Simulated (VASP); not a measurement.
# Mg3Se (Pm-3m) in VASP: a series of runs

Runs on Mg3Se. Level: PBE. Tasks: single point.

Program: VASP 6.6.1. These are calculated values, not measurements. Logs are shortened: lines on timing, memory, paths and dates and some standing lists are left out, and cuts for length are marked.

### 1 The cell of the first run

It takes space group Pm-3m (No. 221, cubic). The conventional cell has a = 4.461 Å, b = 4.461 Å, c = 4.461 Å, α = 90.00°, β = 90.00°, γ = 90.00°. Within 4.2 Å of Mg (site symmetry 4/mmm) lie 8 Mg at 3.15 Å and 4 Se at 3.15 Å. Se (site symmetry m-3m) has 12 Mg at 3.15 Å within 4.2 Å.

### 2 Single point, PBE

File INCAR:

```
SYSTEM = Mg3Se
ALGO = Normal
EDIFF = 1E-6
ENCUT = 600
GGA = PE
GGA_COMPAT = .False.
ISIF = 2
ISMEAR = 0
LASPH = .True.
LCHARG = .True.
LELF = .True.
LREAL = .False.
LVHAR = .True.
LWAVE = .False.
NBANDS = 14
NELM = 120
PREC = Accurate
SIGMA = 0.1
```

File KPOINTS:

```
k-points
0
Gamma
  12 12 12
  0 0 0
```

File POSCAR:

```
Mg3Se
1.0
    4.4614539640      0.0000000000      0.0000000000
    0.0000000000      4.4614539640      0.0000000000
    0.0000000000      0.0000000000      4.4614539640
Mg Se
3 1
Direct
    0.0000000000      0.5000000000      0.5000000000
    0.5000000000      0.0000000000      0.5000000000
    0.5000000000      0.5000000000      0.0000000000
    0.0000000000      0.0000000000      0.0000000000
```

Potentials or basis: VASP PAW PBE potentials, release 64 (Mg, Se).

Launch:

```
$ cat potpaw_PBE.64/Mg/POTCAR potpaw_PBE.64/Se/POTCAR > POTCAR
$ mpirun -np 1 vasp_std > vasp.out
```

OUTCAR:

```text
SYSTEM = Mg3Se
   EDIFF = 1E-6
   ENCUT = 600
   GGA = PE
   ISIF = 2
   ISMEAR = 0
   LASPH = .True.
   LREAL = .False.
   NELM = 120
   PREC = Accurate

 ion  position               nearest neighbor table
   1  0.000  0.500  0.500-   2 3.15   3 3.15   4 3.15   3 3.15   4 3.15   2 3.15   4 3.15   4 3.15
                             2 3.15   3 3.15   3 3.15   2 3.15
   2  0.500  0.000  0.500-   1 3.15   3 3.15   4 3.15   3 3.15   4 3.15   1 3.15   3 3.15   3 3.15
                             1 3.15   4 3.15   4 3.15   1 3.15
   3  0.500  0.500  0.000-   1 3.15   2 3.15   4 3.15   1 3.15   2 3.15   2 3.15   4 3.15   2 3.15
                             1 3.15   4 3.15   1 3.15   4 3.15
   4  0.000  0.000  0.000-   1 3.15   2 3.15   3 3.15   1 3.15   2 3.15   1 3.15   3 3.15   1 3.15
                             2 3.15   3 3.15   2 3.15   3 3.15

  LATTYP: Found a simple cubic cell.
 ALAT       =     4.4614539640

  Lattice vectors:

 A1 = (   4.4614539640,   0.0000000000,   0.0000000000)
 A2 = (   0.0000000000,   4.4614539640,   0.0000000000)
 A3 = (   0.0000000000,   0.0000000000,   4.4614539640)

Analysis of symmetry for initial positions (statically):
=====================================================================
 Subroutine PRICEL returns:
 Original cell was already a primitive cell.

 Routine SETGRP: Setting up the symmetry group for a
 simple cubic supercell.

 Subroutine GETGRP returns: Found 48 space group operations
 (whereof 48 operations were pure point group operations)
 out of a pool of 48 trial point group operations.

The static configuration has the point symmetry O_h .

Analysis of symmetry for dynamics (positions and initial velocities):
=====================================================================
 Subroutine PRICEL returns:
 Original cell was already a primitive cell.

 Routine SETGRP: Setting up the symmetry group for a
 simple cubic supercell.

 Subroutine GETGRP returns: Found 48 space group operations
 (whereof 48 operations were pure point group operations)
 out of a pool of 48 trial point group operations.

The dynamic configuration has the point symmetry O_h .

 Subroutine INISYM returns: Found 48 space group operations
 (whereof 48 operations are pure point group operations),
 and found     1 'primitive' translations

----------------------------------------------------------------------------------------

                                     Primitive cell

  volume of cell :      88.8033

  direct lattice vectors                    reciprocal lattice vectors
[... 101 lines left out ...]
   PSTRESS=    0.0 pullay stress
   NELECT =      12.0000    total number of electrons
   NUPDOWN=      -1.0000    fix difference up-down
   EMIN   =  10.00;   EMAX   =-10.00  energy-range for DOS
   EFERMI =   0.00;   METHOD = LEGACY
   ISMEAR =     0;   SIGMA  =   0.10  broadening in eV -4-tet -1-fermi 0-gaus
   EFERMI_NEDOS =   21; number of points for ismear=-14 and -15
   IALGO  =     38    algorithm
   IMIX   =      4    mixing-type and parameters
     AMIX     =   0.40;   BMIX     =  1.00
     AMIX_MAG =   1.60;   BMIX_MAG =  1.00
  volume/ion in A,a.u.               =      22.20       149.82
  Fermi-wavevector in a.u.,A,eV,Ry     =   0.840089  1.587539  9.602314  0.705750
  Thomas-Fermi vector in A             =   1.954414
   LORBIT       =      0    0 simple, 1 ext, 2 COOP (PROOUT), +10 PAW based schemes
   GGA     = PE    functional components
   LHFCALC =     F    Hartree Fock is set to
   AEXX    =    0.0000 exact exchange contribution
   IVDW    =     0    specifies the selected vdW correction
   LEPSILON=     F    determine dielectric tensor
   LRPA    =     F    only Hartree local field effects (RPA)
 non-spin polarized calculation
 Gauss-broadening in eV      SIGMA  =   0.10
  energy-cutoff  :      600.00
  volume of cell :       88.80
 maximum number of plane-waves:      3016
 NGX is ok and might be reduce to    36
   NGX = 17   NGY = 17   NGZ = 17

 number of electron      12.0000000 magnetization

 Free energy of the ion-electron system (eV)
  ---------------------------------------------------
  ext. energy  EPLUGINS =         0.00000000
  ---------------------------------------------------
  free energy    TOTEN  =        -8.90994255 eV

  energy without entropy =       -8.90073520  energy(sigma->0) =       -8.90533888

 E-fermi :   3.7523     XC(G=0):  -8.9381

 val. band max:        3.7440912983   @ k =   0.4167   0.4167   0.0000
 cond. band min:       3.7611209757   @ k =   0.2500   0.1667   0.1667
 fundamental gap:      0.0170296775
 Fermi energy:         3.7522775662

 k-point     1 :       0.0000    0.0000    0.0000
  band No.  band energies     occupation
      1     -10.0407      2.00000
      2      -1.0980      2.00000
      3       0.0975      2.00000
      4       0.0975      2.00000
      5       0.0975      2.00000
      6       4.2446      0.00000
      7       4.2446      0.00000
      8       6.6329      0.00000
      9       6.6329      0.00000
     10       6.6329      0.00000
     11       8.3189      0.00000
     12       9.3905      0.00000
     13       9.3905      0.00000
     14       9.3905      0.00000
[... 377 lines left out ...]
      1      -9.7402      2.00000
      2      -2.0540      2.00000
      3      -1.4144      2.00000
      4       0.6834      2.00000
      5       0.9715      2.00000
      6       3.3526      2.00000
      7       5.2868      0.00000
      8       5.6616      0.00000
      9       6.0086      0.00000
     10       6.8716      0.00000
     11       8.0934      0.00000
     12       8.1800      0.00000
     13       9.0189      0.00000
     14       9.7948      0.00000

 [... further k-points ...]
[... 5 lines left out ...]
  --------------------------------------------------------------------------------------
  -------------------------------------------------------------------------------------
  Total       -0.0717256     -0.0717256     -0.0717256     -0.0000000     -0.0000000      0.0000000
  in kB       -1.2940641     -1.2940641     -1.2940641     -0.0000000     -0.0000000      0.0000000
  external PRESSURE =      -1.2940641 kB  Pullay stress =       0.0000000 kB

 VOLUME and BASIS-vectors are now :
 -----------------------------------------------------------------------------
  energy-cutoff  :      600.00
  volume of cell :       88.80
      direct lattice vectors                 reciprocal lattice vectors
     4.461453964  0.000000000  0.000000000     0.224142176  0.000000000  0.000000000
     0.000000000  4.461453964  0.000000000     0.000000000  0.224142176  0.000000000
     0.000000000  0.000000000  4.461453964     0.000000000  0.000000000  0.224142176

 POSITION                                       TOTAL-FORCE (eV/Angst)
 -----------------------------------------------------------------------------------
      0.00000      2.23073      2.23073         0.000000      0.000000      0.000000
      2.23073      0.00000      2.23073         0.000000      0.000000      0.000000
      2.23073      2.23073      0.00000         0.000000      0.000000      0.000000
      0.00000      0.00000      0.00000         0.000000      0.000000      0.000000
 -----------------------------------------------------------------------------------
    total drift:                                0.000000     -0.000000     -0.000000

  FREE ENERGIE OF THE ION-ELECTRON SYSTEM (eV)
  ---------------------------------------------------
  free  energy   TOTEN  =        -8.9099425479 eV

  energy  without entropy=       -8.9007352022  energy(sigma->0) =       -8.90533888
```

OSZICAR:

```text
N       E                     dE             d eps       ncg     rms          rms(c)
DAV:   1     0.215230265412E+02    0.21523E+02   -0.44189E+03  2352   0.745E+02
DAV:   2    -0.683190159517E+01   -0.28355E+02   -0.26087E+02  3082   0.928E+01
DAV:   3    -0.908683338174E+01   -0.22549E+01   -0.22339E+01  3030   0.227E+01
DAV:   4    -0.910568564736E+01   -0.18852E-01   -0.18848E-01  2724   0.253E+00
DAV:   5    -0.910581832590E+01   -0.13268E-03   -0.13268E-03  3078   0.235E-01    0.432E+00
DAV:   6    -0.894186079447E+01    0.16396E+00   -0.32498E-01  2726   0.215E+00    0.253E+00
DAV:   7    -0.891663575650E+01    0.25225E-01   -0.67181E-02  2868   0.112E+00    0.894E-01
DAV:   8    -0.891019419395E+01    0.64416E-02   -0.10185E-02  2724   0.452E-01    0.756E-02
DAV:   9    -0.890995506466E+01    0.23913E-03   -0.12347E-03  2898   0.172E-01    0.671E-02
DAV:  10    -0.890994304900E+01    0.12016E-04   -0.92788E-05  2826   0.540E-02    0.555E-03
DAV:  11    -0.890994254793E+01    0.50107E-06   -0.51406E-06  2922   0.128E-02
   1 F= -.89099425E+01 E0= -.89053389E+01  d E =-.920735E-02
```

stdout:

```text
POSCAR found type information on POSCAR MgSe
 POSCAR found :  2 types and       4 ions
 scaLAPACK will be used
 LDA part: xc-table for (Slater+PW92), standard interpolation
 POSCAR, INCAR and KPOINTS ok, starting setup
 FFT: planning ... GRIDC
 FFT: planning ... GRID_SOFT
 FFT: planning ... GRID
 WAVECAR not read
 entering main loop
```

It took 61 s on 1 thread of Intel Xeon Platinum 8375C at 2.90GHz (Ice Lake), shared host; peak memory 0.29 GiB.

What came out:

- Free energy: -8.9099 eV
- Pressure: -0.1 GPa
- Band gap on the k mesh: zero (bands 6 and 7 overlap by 2.44 eV)

### 3 Single point, PBE

This run uses another cell than the first one, of 20.06 Å³/atom.

File INCAR:

```
SYSTEM = Mg3Se
ALGO     = Normal         ! electronic algorithm
EDIFF    = 1E-6           ! SCF threshold, eV
ENCUT    = 520            ! plane-wave cutoff, eV
GGA      = PE             ! functional
ISIF     = 2              ! what is computed and relaxed
ISMEAR   = 0              ! smearing method
LASPH    = .TRUE.         ! aspherical terms in the spheres
LCHARG   = .FALSE.        ! write CHGCAR
LREAL    = .FALSE.        ! projectors in reciprocal space
LWAVE    = .FALSE.        ! write WAVECAR
NBANDS   = 14             ! bands
NELM     = 60             ! most SCF steps
PREC     = Accurate       ! precision mode
SIGMA    = 0.1            ! smearing width, eV
```

File KPOINTS:

```
k-points
0
G
  4 4 4
  0 0 0
```

File POSCAR:

```
Mg3Se
1.0
    4.3128833469      0.0000000000      0.0000000000
    0.0000000000      4.3128833469      0.0000000000
    0.0000000000      0.0000000000      4.3128833469
Mg Se
3 1
Direct
    0.0000000000      0.5000000000      0.5000000000
    0.5000000000      0.0000000000      0.5000000000
    0.5000000000      0.5000000000      0.0000000000
    0.0000000000      0.0000000000      0.0000000000
```

Potentials or basis: VASP PAW PBE potentials, release 64 (Mg, Se).

Launch:

```
$ cat potpaw_PBE.64/Mg/POTCAR potpaw_PBE.64/Se/POTCAR > POTCAR
$ mpirun -np 1 vasp_std > vasp.out
```

Run time: 9.9 s. Hardware: 1 thread of Intel Xeon 8259CL, shared host; peak memory 0.17 GiB.

It converged, with:

* Free energy: -8.8491 eV
* Pressure: 4.6 GPa
* Band gap on the k mesh: zero (bands 6 and 7 overlap by 2.28 eV)

Levels at points of the mesh, in eV from the Fermi level:
```csv
k point,band 4,band 5,band 6,band 7,band 8,band 9
"(0.00, 0.00, 0.00)",-4.34,-4.34,0.07,0.07,2.84,2.84
"(0.50, 0.00, 0.00)",-3.91,-2.45,-1.36,0.77,0.77,1.13
"(0.50, 0.50, 0.00)",-4.23,-3.58,0.12,1.65,1.65,2.46
"(0.50, 0.50, 0.50)",-5.58,-2.56,-2.01,-2.01,-2.01,5.15
```

Caveat: the k points lie up to 0.36 Å⁻¹ apart, too coarse for converged energies and pressures of a metal.
